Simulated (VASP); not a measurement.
# Hf2Ti2Ge3 (P-1) in VASP: single point with PBE

Aim: the single point of Hf2Ti2Ge3 with PBE.

Program: VASP 6.6.1. These are calculated values, not measurements. Logs are shortened: lines on timing, memory, paths and dates and some standing lists are left out, and cuts for length are marked.

## (1) The cell of the first run

The typed cell holds 7 atoms: a = 3.101 Å, b = 3.707 Å, c = 10.991 Å, α = 83.24°, β = 90.63°, γ = 86.05°.

## (2) Single point, PBE

The input, INCAR:

```
SYSTEM = Hf2Ti2Ge3
PREC = Accurate
ENCUT = 620
EDIFF = 1E-6
ISMEAR = 0
SIGMA = 0.1
LREAL = .FALSE.
LASPH = .TRUE.
NELM = 300
ALGO = All
ISIF = 2
LWAVE = .FALSE.
LCHARG = .FALSE.
GGA = PE
NBANDS = 52
GGA_COMPAT = .FALSE.
ISEARCH = 1
KPAR = 4
```

The input, KPOINTS:

```
regular mesh
0
G
  10 8 4
  0 0 0
```

The input, POSCAR:

```
Hf2Ti2Ge3
1.0
    3.0995285480      0.0722780539     -0.0300829195
    0.1687025909      3.7024353392     -0.0622712451
   -0.0487915431      1.4800140456     10.8912059787
Hf Ti Ge
2 2 3
Direct
    0.4104427640      0.4266144784      0.1476723891
    0.5895572360      0.5733855216      0.8523276109
    0.7620315899      0.7221094327      0.5705719918
    0.2379684101      0.2778905673      0.4294280082
    0.2448282353      0.1761537671      0.6849060642
    0.7551717647      0.8238462329      0.3150939358
    0.0000000000      0.0000000000      0.0000000000
```

Potentials or basis: VASP PAW PBE potentials, release 64 (Hf_pv, Ti_sv, Ge_d).

Command:

```
> cat potpaw_PBE.64/Hf_pv/POTCAR potpaw_PBE.64/Ti_sv/POTCAR potpaw_PBE.64/Ge_d/POTCAR > POTCAR
> mpirun -np 4 vasp_std > vasp.out
```

OUTCAR:

```text
SYSTEM = Hf2Ti2Ge3
   PREC = Accurate
   ENCUT = 620
   EDIFF = 1E-6
   ISMEAR = 0
   LREAL = .FALSE.
   LASPH = .TRUE.
   NELM = 300
   ISIF = 2
   GGA = PE

 ion  position               nearest neighbor table
   1  0.410  0.427  0.148-   6 2.74   7 2.75   7 2.76   6 2.86   7 2.96   4 3.14   6 3.16   7 3.21
                             2 3.29
   2  0.590  0.573  0.852-   5 2.74   7 2.75   7 2.76   5 2.86   7 2.96   3 3.14   5 3.16   7 3.21
                             1 3.29
   3  0.762  0.722  0.571-   5 2.62   5 2.67   5 2.73   4 2.76   6 2.79   4 2.83   5 2.85   2 3.14

   4  0.238  0.278  0.429-   6 2.62   6 2.67   6 2.73   3 2.76   5 2.79   3 2.83   6 2.85   1 3.14

   5  0.245  0.176  0.685-   3 2.62   3 2.67   3 2.73   2 2.74   4 2.79   3 2.85   2 2.86   2 3.16

   6  0.755  0.824  0.315-   4 2.62   4 2.67   4 2.73   1 2.74   3 2.79   4 2.85   1 2.86   1 3.16

   7  0.000  0.000  0.000-   2 2.75   1 2.75   2 2.76   1 2.76   2 2.96   1 2.96   2 3.21   1 3.21

  LATTYP: Found a triclinic cell.
 ALAT       =     3.1005171051
 B/A-ratio  =     1.6106438214
 C/A-ratio  =     3.7090556535
 COS(alpha) =     0.0051221380
 COS(beta)  =     0.2369573646
 COS(gamma) =     0.6720454435

  Lattice vectors:

 A1 = (   3.0995285480,   0.0722780539,  -0.0300829195)
 A2 = (   3.2682311389,   3.7747133931,  -0.0923541646)
 A3 = (   2.8820344140,  -2.1501432397,  10.9233943043)

Analysis of symmetry for initial positions (statically):
=====================================================================
 Subroutine PRICEL returns:
 Original cell was already a primitive cell.

 Routine SETGRP: Setting up the symmetry group for a
 triclinic supercell.

 Subroutine GETGRP returns: Found  2 space group operations
 (whereof  2 operations were pure point group operations)
 out of a pool of  2 trial point group operations.

The static configuration has the point symmetry S_2 .

Analysis of symmetry for dynamics (positions and initial velocities):
=====================================================================
 Subroutine PRICEL returns:
 Original cell was already a primitive cell.

 Routine SETGRP: Setting up the symmetry group for a
 triclinic supercell.

 Subroutine GETGRP returns: Found  2 space group operations
 (whereof  2 operations were pure point group operations)
 out of a pool of  2 trial point group operations.

The dynamic configuration has the point symmetry S_2 .

 Subroutine INISYM returns: Found  2 space group operations
 (whereof  2 operations are pure point group operations),
 and found     1 'primitive' translations

----------------------------------------------------------------------------------------

                                     Primitive cell

  volume of cell :     125.1255

  direct lattice vectors                    reciprocal lattice vectors
     3.099528548  0.072278054 -0.030082919     0.323004947 -0.014659975  0.003439186
     0.168702591  3.702435339 -0.062271245    -0.006647074  0.269778280 -0.036690148
    -0.048791543  1.480014046 10.891205979     0.000854176  0.001501984  0.091616917

  length of vectors
     3.100517105  3.706799929 10.991414370     0.323355747  0.272342929  0.091633210

  position of ions in fractional coordinates (direct lattice)
     0.410442764  0.426614478  0.147672389
     0.589557236  0.573385522  0.852327611
     0.762031590  0.722109433  0.570571992
     0.237968410  0.277890567  0.429428008
     0.244828235  0.176153767  0.684906064
     0.755171765  0.823846233  0.315093936
     0.000000000  0.000000000  0.000000000

  ion indices of the primitive-cell ions
   primitive index   ion index
                 1           1
                 2           2
                 3           3
                 4           4
                 5           5
                 6           6
                 7           7

----------------------------------------------------------------------------------------

 KPOINTS: regular mesh

Automatic generation of k-mesh.
 Grid dimensions read from file:
 generate k-points for:   10    8    4

 Generating k-lattice:

  Cartesian coordinates                     Fractional coordinates (reciprocal lattice)
     0.032300495 -0.001465997  0.000343919     0.100000000  0.000000000  0.000000000
    -0.000830884  0.033722285 -0.004586269    -0.000000000  0.125000000  0.000000000
     0.000213544  0.000375496  0.022904229     0.000000000  0.000000000  0.250000000

  Length of vectors
     0.032335575  0.034042866  0.022908302

  Shift w.r.t. Gamma in fractional coordinates (k-lattice)
     0.000000000  0.000000000  0.000000000

 Subroutine IBZKPT returns following result:
 ===========================================

 Found    164 irreducible k-points:

 Following reciprocal coordinates:
            Coordinates               Weight
  0.000000  0.000000  0.000000      1.000000
  0.100000 -0.000000  0.000000      2.000000
  0.200000 -0.000000  0.000000      2.000000
  0.300000  0.000000 -0.000000      2.000000
  0.400000 -0.000000  0.000000      2.000000
  0.500000 -0.000000  0.000000      1.000000
[... 16 lines left out ...]
 -0.400000  0.250000  0.000000      2.000000
 -0.300000  0.250000  0.000000      2.000000
 [... further k-points ...]
   k-points           NKPTS =    164   k-points in BZ     NKDIM =    164   number of bands    NBANDS=     52
   number of dos      NEDOS =    301   number of ions     NIONS =      7
   total plane-waves  NPLWV =  75600
   dimension x,y,z NGX =    28 NGY =   30 NGZ =   90
   dimension x,y,z NGXF=    56 NGYF=   60 NGZF=  180
   ions per type =               2   2   3
   NGX,Y,Z   is equivalent  to a cutoff of  15.01, 13.45, 13.61 a.u.
   NGXF,Y,Z  is equivalent  to a cutoff of  30.03, 26.91, 27.23 a.u.
 SYSTEM =  Hf2Ti2Ge3
   PREC   = accura    normal or accurate (medium, high low for compatibility)
   ISTART =      0    job   : 0-new  1-cont  2-samecut
   ICHARG =      2    charge: 1-file 2-atom 10-const
   ISPIN  =      1    spin polarized calculation?
   LNONCOLLINEAR =      F non collinear calculations
   LSORBIT =      F    spin-orbit coupling
   LASPH  =      T    aspherical Exc in radial PAW
   ENCUT  =  620.0 eV  45.57 Ry    6.75 a.u.   6.29  7.53 22.32*2*pi/ulx,y,z
   NELM   =    300;   NELMIN=  2; NELMDL= -5     # of ELM steps
   EDIFF  = 0.1E-05   stopping-criterion for ELM
   LREAL  =      F    real-space projection
   EDIFFG = 0.1E-04   stopping-criterion for IOM
   NSW    =      0    number of steps for IOM
   IBRION =     -1    ionic relax: 0-MD 1-quasi-New 2-CG
   NFREE  =      0    steps in history (QN), initial steepest desc. (CG)
   ISIF   =      2    stress and relaxation
   ISYM   =      2    0-nonsym 1-usesym 2-fastsym
   POTIM  = 0.5000    time-step for ionic-motion
   TEBEG  =    0.0;   TEEND  =   0.0 temperature during run
   PSTRESS=    0.0 pullay stress
   NELECT =      86.0000    total number of electrons
   NUPDOWN=      -1.0000    fix difference up-down
   EMIN   =  10.00;   EMAX   =-10.00  energy-range for DOS
   EFERMI =   0.00;   METHOD = LEGACY
   ISMEAR =     0;   SIGMA  =   0.10  broadening in eV -4-tet -1-fermi 0-gaus
   EFERMI_NEDOS =   21; number of points for ismear=-14 and -15
   IALGO  =     58    algorithm
   IMIX   =      4    mixing-type and parameters
     AMIX     =   0.40;   BMIX     =  1.00
     AMIX_MAG =   1.60;   BMIX_MAG =  1.00
  volume/ion in A,a.u.               =      17.88       120.63
  Fermi-wavevector in a.u.,A,eV,Ry     =   1.444749  2.730180 28.399436  2.087300
  Thomas-Fermi vector in A             =   2.563009
   LORBIT       =      0    0 simple, 1 ext, 2 COOP (PROOUT), +10 PAW based schemes
   GGA     = PE    functional components
   LHFCALC =     F    Hartree Fock is set to
   AEXX    =    0.0000 exact exchange contribution
   IVDW    =     0    specifies the selected vdW correction
   LEPSILON=     F    determine dielectric tensor
   LRPA    =     F    only Hartree local field effects (RPA)
 non-spin polarized calculation
 Gauss-broadening in eV      SIGMA  =   0.10
  energy-cutoff  :      620.00
  volume of cell :      125.13
 maximum number of plane-waves:      4414
 NGX is ok and might be reduce to    28
   NGX = 13   NGY = 15   NGZ = 45

 number of electron      85.9999998 magnetization

 Free energy of the ion-electron system (eV)
  ---------------------------------------------------
  ext. energy  EPLUGINS =         0.00000000
  ---------------------------------------------------
  free energy    TOTEN  =       -52.36867699 eV

  energy without entropy =      -52.34564304  energy(sigma->0) =      -52.35716002

 E-fermi :   7.2234     XC(G=0): -11.7323

 val. band max:        7.2231548136   @ k =   0.3000   0.5000   0.2500
 cond. band min:       7.2262609521   @ k =   0.5000   0.2500   0.0000
 fundamental gap:      0.0031061385
 Fermi energy:         7.2234003912

 k-point     1 :       0.0000    0.0000    0.0000
  band No.  band energies     occupation
      1     -49.5286      2.00000
      2     -49.4281      2.00000
      3     -25.9263      2.00000
      4     -25.8272      2.00000
      5     -25.7241      2.00000
      6     -25.6624      2.00000
[... 44 lines left out ...]
     51      10.1077      0.00000
     52      10.3737      0.00000

 k-point     2 :       0.1000   -0.0000    0.0000
  band No.  band energies     occupation
      1     -49.5244      2.00000
      2     -49.4287      2.00000
      3     -25.9192      2.00000
      4     -25.8276      2.00000
      5     -25.7565      2.00000
      6     -25.6502      2.00000
[... 44 lines left out ...]
     51       9.8707      0.00000
     52      10.5960      0.00000
[... 1153 lines left out ...]
     51       9.7070      0.00000
     52       9.9264      0.00000

 k-point    24 :      -0.3000    0.2500    0.0000
  band No.  band energies     occupation
      1     -49.4788      2.00000
      2     -49.4511      2.00000
      3     -25.9187      2.00000
      4     -25.8962      2.00000
      5     -25.8397      2.00000
      6     -25.6700      2.00000
[... 44 lines left out ...]
     51       9.4391      0.00000
     52       9.7943      0.00000

 [... further k-points ...]

------------------------ aborting loop because EDIFF is reached ----------------------------------------

  FORCE on cell =-STRESS in cart. coord.  units (eV):
  Direction    XX          YY          ZZ          XY          YZ          ZX
  --------------------------------------------------------------------------------------
  -------------------------------------------------------------------------------------
  Total       -0.1460553     -0.1464625     -0.1156453     -0.0068509     -0.0079641     -0.0070747
  in kB       -1.8701751     -1.8753889     -1.4807873     -0.0877226     -0.1019763     -0.0905882
  external PRESSURE =      -1.7421171 kB  Pullay stress =       0.0000000 kB

 VOLUME and BASIS-vectors are now :
 -----------------------------------------------------------------------------
  energy-cutoff  :      620.00
  volume of cell :      125.13
      direct lattice vectors                 reciprocal lattice vectors
     3.099528548  0.072278054 -0.030082919     0.323004947 -0.014659975  0.003439186
     0.168702591  3.702435339 -0.062271245    -0.006647074  0.269778280 -0.036690148
    -0.048791543  1.480014046 10.891205979     0.000854176  0.001501984  0.091616917

 POSITION                                       TOTAL-FORCE (eV/Angst)
 -----------------------------------------------------------------------------------
      1.33694      1.82774      1.56942         0.000698      0.001022     -0.002661
      1.88249      3.42699      9.22943        -0.000698     -0.001022      0.002661
      2.45592      3.57310      6.14633         0.000114      0.000408      0.002713
      0.76352      1.68163      4.65253        -0.000114     -0.000408     -0.002713
      0.75515      1.68356      7.44112         0.002836      0.000361      0.018601
      2.46429      3.57116      3.35773        -0.002836     -0.000361     -0.018601
      0.00000      0.00000      0.00000         0.000000      0.000000     -0.000000
 -----------------------------------------------------------------------------------
    total drift:                                0.000000      0.000000      0.000000

  FREE ENERGIE OF THE ION-ELECTRON SYSTEM (eV)
  ---------------------------------------------------
  free  energy   TOTEN  =       -52.3686769948 eV

  energy  without entropy=      -52.3456450308  energy(sigma->0) =      -52.35716101
```

It took 7.9 min on 4 MPI ranks of AMD EPYC 9R45 (Zen 5), shared host; peak memory 2.3 GiB.

What came out:

```yaml
Free_energy: -52.3687 eV
Pressure: -0.2 GPa
Largest_force: 0.019 eV/Å
Band_gap_on_the_k_mesh: zero (bands 43 and 44 overlap by 1.06 eV)
```

Forces in eV/Å, atoms in the order of the input:
```
Hf   0.001  0.001 -0.003
Hf  -0.001 -0.001  0.003
Ti   0.000  0.000  0.003
Ti   0.000  0.000 -0.003
Ge   0.003  0.000  0.019
Ge  -0.003  0.000 -0.019
Ge   0.000  0.000  0.000
```

Caveat: spin-orbit coupling is left out, which moves the levels of the heavy elements.
